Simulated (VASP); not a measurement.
# Mg: single point with PBEsol

The system is Mg.

```xyz
4
Lattice="3.0550 0.0000 0.0000 -1.5275 2.6457 0.0000 0.0000 0.0000 10.0446" Properties=species:S:1:pos:R:3 pbc="T T T"
Mg    1.5275    0.8819    7.5334
Mg    0.0000    0.0000    5.0223
Mg    0.0000    1.7638    2.5111
Mg    0.0000    0.0000    0.0000
```

| Quantity | Value |
| --- | --- |
| Program | VASP 6.6.1 |
| Task | single point |
| Functional | PBEsol |
| Potentials or basis | VASP PAW PBE potentials, release 64 (Mg) |
| Cutoff | 520 eV |
| k mesh | 10 × 10 × 3 |
| Occupations | fermi-dirac, width 0.05 eV |
| Spin | no spin polarisation |

```yaml
Pressure: 5.0 GPa
Band_gap_on_the_k_mesh: zero (bands 4 and 5 overlap by 1.92 eV)
```

Levels at points of the mesh, in eV from the Fermi level:
| k point | band 1 | band 2 | band 3 | band 4 | band 5 | band 6 | band 7 | band 8 | band 9 |
| --- | --- | --- | --- | --- | --- | --- | --- | --- | --- |
| (0.00, 0.00, 0.00) | -7.59 | -6.11 | -6.11 | -2.08 | -1.47 | 5.08 | 5.09 | 11.73 | 11.73 |
| (0.50, 0.00, 0.00) | -2.42 | -2.35 | -1.32 | -1.23 | -0.61 | -0.53 | 2.77 | 2.87 | 3.57 |

Wall time 12 s on 1 thread of AMD EPYC 9R45 96-Core Processor (Zen 5), on a shared host, peak memory 0.17 GiB.

Caveat: the cell stands under pressure; the PAW data sets were made with another functional, which shifts forces and pressure a little.
